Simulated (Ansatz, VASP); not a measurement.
# Two plane-wave programs on KCl

File INCAR:

```
  PREC = Accurate
  ENCUT = 520
  EDIFF = 1E-6
  ISMEAR = 0
  SIGMA = 0.05
  LREAL = False
  LASPH = True
  NELM = 60
  ALGO = Normal
  ISIF = 2
  LWAVE = False
  LCHARG = True
  LELF = True
  LVHAR = True
  NBANDS = 15
```

The input KPOINTS:

```
regular mesh
0
Gamma
  6 6 6
```

POSCAR

```
KCl
1.0
    3.8391960000      0.0000000000      0.0000000000
    0.0000000000      3.8391960000      0.0000000000
    0.0000000000      0.0000000000      3.8391960000
K Cl
1 1
Direct
    0.0000000000      0.0000000000      0.0000000000
    0.5000000000      0.5000000000      0.5000000000
```

Input for Ansatz:

```yaml
crystal:
  lattice:
    - [3.839196, 0.0, 0.0]
    - [0.0, 3.839196, 0.0]
    - [0.0, 0.0, 3.839196]
  atoms:
    - { symbol: K, position: [0.0, 0.0, 0.0] }
    - { symbol: Cl, position: [0.5, 0.5, 0.5] }
basis:
  ecutwfc: 420
kpoints:
  mp_grid: { grid: [6, 6, 6] }
hamiltonian:
  xc: lda
scf:
  occupations: { method: gaussian, width: 0.05 }
output:
  forces: true
  stress: true
  eigenvalues: true
```

Alike in both runs: task single point; functional LDA; k mesh 6 × 6 × 6; occupations gaussian, width 0.05 eV; no spin polarisation.

|  | VASP | Ansatz |
| --- | --- | --- |
| version | VASP 6.6.1 | Ansatz 0.2.0 |
| potentials or method | VASP PAW LDA potentials, release 64 (K_sv, Cl), cutoff 520 eV | scalar-relativistic, plane waves, PAW |
| valence electrons in the cell | 16 | 16 |

Ansatz gave:

- gap on the k mesh at the Fermi level (eV): 4.36
- least direct gap on the mesh (eV): 4.57
- pressure (GPa): -3.1

Problem. What did VASP give for the same quantities?

Solution. gap on the k mesh at the Fermi level (eV): 4.37; least direct gap on the mesh (eV): 4.58; pressure (GPa): -3.1.

LDA's correlation is that of Perdew and Zunger in VASP and of Perdew and Wang (1992) in Ansatz.
